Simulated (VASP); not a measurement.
Input of a VASP 6.6.1 run:

File INCAR:

```
SYSTEM = Ag4BrCl3
PREC = Accurate
ENCUT = 500
EDIFF = 1E-6
ISMEAR = -1
SIGMA = 0.05
LREAL = .FALSE.
LASPH = .TRUE.
NELM = 200
ALGO = Normal
ISIF = 2
LWAVE = .FALSE.
LCHARG = .FALSE.
ISPIN = 2
MAGMOM = 0.062 0.062 0.062 0.062 0.062 0.062 0.062 0.062 0.062 0.062 0.062 0.062 0.062 0.062 0.062 0.062
LORBIT = 11
LMAXMIX = 4
GGA = PS
NBANDS = 90
GGA_COMPAT = .FALSE.
```

Contents of KPOINTS:

```
Automatic mesh
0
Gamma
  2 2 2
  0.5 0.5 0.5
```

POSCAR

```
Ag4BrCl3
1.0
   11.0362910000      0.0000000000      0.0000000000
    0.0000000000      5.5181450000      0.0000000000
    0.0000000000      0.0000000000      5.5181450000
Cl Br Ag
6 2 8
Direct
    0.2514270000      0.9980500000      0.0001720000
    0.7511420000      0.9975270000      0.0020930000
    0.9949070000      0.5024640000      0.9803120000
    0.9989120000      0.0078570000      0.5030760000
    0.2549360000      0.5004110000      0.5045130000
    0.7533860000      0.5113670000      0.4956080000
    0.5080440000      0.5000220000      0.9842870000
    0.4993890000      0.9966130000      0.5054010000
    0.0000960000      0.0029770000      0.9924560000
    0.5036500000      0.9932330000      0.9880300000
    0.2529770000      0.5000160000      0.9935270000
    0.7411850000      0.5039340000      0.9972720000
    0.2548160000      0.0035530000      0.4917820000
    0.7496220000      0.0044150000      0.4951970000
    0.0012880000      0.4900080000      0.4958850000
    0.5008070000      0.5026520000      0.4923080000
```

Potentials or basis: VASP PAW PBE potentials, release 64 (Cl, Br, Ag).

Command:

```console
$ cat potpaw_PBE.64/Cl/POTCAR potpaw_PBE.64/Br/POTCAR potpaw_PBE.64/Ag/POTCAR > POTCAR
$ mpirun -np 1 vasp_std > vasp.out
```

Task: Predict the band gap on the k mesh.

Result: 3.00 eV.

Task: Predict the largest force.

Result: 0.739 eV/Å.

Task: What does it give for the pressure?

Result: -0.1 GPa.

Forces in eV/Å, atoms in the order of the input:
```
Cl  -0.118  0.029 -0.015
Cl   0.129  0.107 -0.039
Cl   0.087  0.009  0.238
Cl   0.107 -0.148 -0.147
Cl  -0.213  0.020 -0.151
Cl   0.047 -0.109 -0.027
Br  -0.568 -0.161  0.256
Br   0.117  0.149 -0.379
Ag   0.002 -0.016  0.078
Ag  -0.043  0.128  0.310
Ag  -0.207 -0.013  0.079
Ag   0.737 -0.051  0.008
Ag  -0.353 -0.023  0.042
Ag   0.202  0.051  0.038
Ag   0.006  0.139 -0.120
Ag   0.068 -0.113 -0.172
```

Caveat: the k points lie up to 0.57 Å⁻¹ apart; the PAW data sets were made with another functional, which shifts forces and pressure a little; a shifted mesh leaves out Γ, where band edges can lie. A k mesh can miss the band edges.
